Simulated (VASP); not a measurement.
A run of VASP 6.6.1 is set up as follows.

INCAR

```
SYSTEM = Cu
  PREC = Accurate
  ENCUT = 820
  EDIFF = 1E-6
  ISMEAR = -1
  SIGMA = 0.05
  LREAL = .FALSE.
  LASPH = .TRUE.
  NELM = 120
  ALGO = Normal
  ISIF = 2
  LWAVE = .FALSE.
  LCHARG = .FALSE.
  GGA = PS
  NBANDS = 16
  GGA_COMPAT = .FALSE.
```

File KPOINTS:

```
regular mesh
0
G
  26 26 26
  0 0 0
```

POSCAR

```
Cu
1.0
    0.0000000000      1.7382586714      1.7382586714
    1.7382586714      0.0000000000      1.7382586714
    1.7382586714      1.7382586714      0.0000000000
Cu
1
Direct
    0.0000000000      0.0000000000      0.0000000000
```

Potentials or basis: VASP PAW PBE potentials, release 64 (Cu_sv_GW).

The run is started by

```bash
$ cat potpaw_PBE.64/Cu_sv_GW/POTCAR > POTCAR
$ mpirun -np 1 vasp_std > vasp.out
```

(1) Predict the pressure.

(2) What does it give for the band gap on the k mesh?

## Answers

(1) 13.8 GPa.

(2) zero (an odd number of electrons rules out a gap without spin polarisation).

Caveat: the cell stands under pressure; the PAW data sets were made with another functional, which shifts forces and pressure a little.
